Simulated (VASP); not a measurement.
# AlN: relaxation of cell and atoms with LDA

Crystal: AlN.

```
CELL_PARAMETERS angstrom
0.00000 2.18399 2.18399
2.18399 0.00000 2.18399
2.18399 2.18399 0.00000
ATOMIC_POSITIONS crystal
Al 0.00000 0.00000 0.00000
N 0.75000 0.75000 0.75000
```

| Property | Result |
| --- | --- |
| Program | VASP 6.6.1 |
| Task | relaxation of cell and atoms |
| Functional | LDA |
| Potentials or basis | VASP PAW LDA potentials, release 64 (Al, N) |
| Cutoff | 600 eV |
| k mesh | 10 × 10 × 10 |
| Occupations | gaussian, width 0.02 eV |
| Spin | no spin polarisation |
| Dipole correction | no |
| Further INCAR settings | ALGO = Normal; EDIFF = 1e-07; IBRION = 2; EDIFFG = -0.005; NSW = 100; ISIF = 3 |

The relaxed volume is 10.26 Å³/atom and the relaxed cell is a = 3.073 Å, b = 3.073 Å, c = 3.073 Å, α = 60.00°, β = 60.00°, γ = 60.00°. The space group after relaxing (to 0.05 Å) is F-43m (No. 216). The energy gained by relaxing is 1.5 meV/atom, the ionic steps are 3 and the pressure after relaxing is 0.0 GPa. The band gap on the k mesh is 3.23 eV, indirect (least direct gap 4.37 eV).

The path:
```csv
step,energy change (eV),largest force (eV/Å),pressure (GPa),volume (Å³)
1,0.0000,0.0000,-3.11,20.83
2,-0.0003,0.0000,3.10,20.23
3,-0.0031,0.0000,-0.01,20.52
```

Final structure:
```xyz
2
Lattice="0.0000 2.1730 2.1730 2.1730 0.0000 2.1730 2.1730 2.1730 0.0000" Properties=species:S:1:pos:R:3 pbc="T T T"
Al    0.0000    0.0000    0.0000
N     3.2595    3.2595    3.2595
```

Levels at points of the mesh, in eV from the valence-band top:
| k point | band 2 | band 3 | band 4 | band 5 | band 6 | band 7 |
| --- | --- | --- | --- | --- | --- | --- |
| (0.00, 0.00, 0.00) | 0.00 | 0.00 | 0.00 | 4.37 | 12.48 | 12.48 |
| (0.50, 0.00, 0.00) | -5.97 | -0.49 | -0.49 | 7.41 | 9.87 | 11.06 |
| (0.50, 0.50, 0.00) | -5.00 | -1.81 | -1.81 | 3.23 | 8.50 | 13.96 |

It took 56 s on 1 thread of AMD EPYC 7R13, with other jobs on the host, peak memory 0.11 GiB.

A k mesh can miss the band edges.
